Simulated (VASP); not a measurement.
## Ti: single point with PBEsol

The system is Ti.

```
CELL_PARAMETERS angstrom
2.95000 0.00000 0.00000
-1.47500 2.55477 0.00000
0.00000 0.00000 4.68600
ATOMIC_POSITIONS crystal
Ti 0.33333 0.66667 0.25000
Ti 0.66667 0.33333 0.75000
```

```json
{
  "Program": "VASP 6.6.1",
  "Task": "single point",
  "Functional": "PBEsol",
  "Potentials or basis": "VASP PAW PBE potentials, release 64 (Ti_sv)",
  "Cutoff": "520 eV",
  "k mesh": "13 × 13 × 7",
  "Occupations": "fermi-dirac, width 0.08 eV",
  "Spin": "no spin polarisation",
  "Dipole correction": "no",
  "k mesh for the DOS": "20 × 20 × 11",
  "Occupations for the DOS": "tetrahedron",
  "Further INCAR settings": "ALGO = Normal; EDIFF = 1e-07"
}
```

| Item | Value |
| --- | --- |
| Valence electrons inside the program's atomic spheres | Ti 10.23 |

Levels at points of the mesh, in eV from the Fermi level:
| k point | band 8 | band 9 | band 10 | band 11 | band 12 | band 13 | band 14 | band 15 | band 16 |
| --- | --- | --- | --- | --- | --- | --- | --- | --- | --- |
| (0.00, 0.00, 0.00) | -32.63 | -6.19 | -2.67 | 0.69 | 0.75 | 0.75 | 0.84 | 1.23 | 1.23 |
| (0.50, 0.00, 0.00) | -32.70 | -2.35 | -2.13 | -1.83 | -0.64 | 0.46 | 0.58 | 1.12 | 3.28 |

Wall time 2.8 min on 1 thread of Intel Xeon 8259CL, on a shared host, peak memory 0.25 GiB.
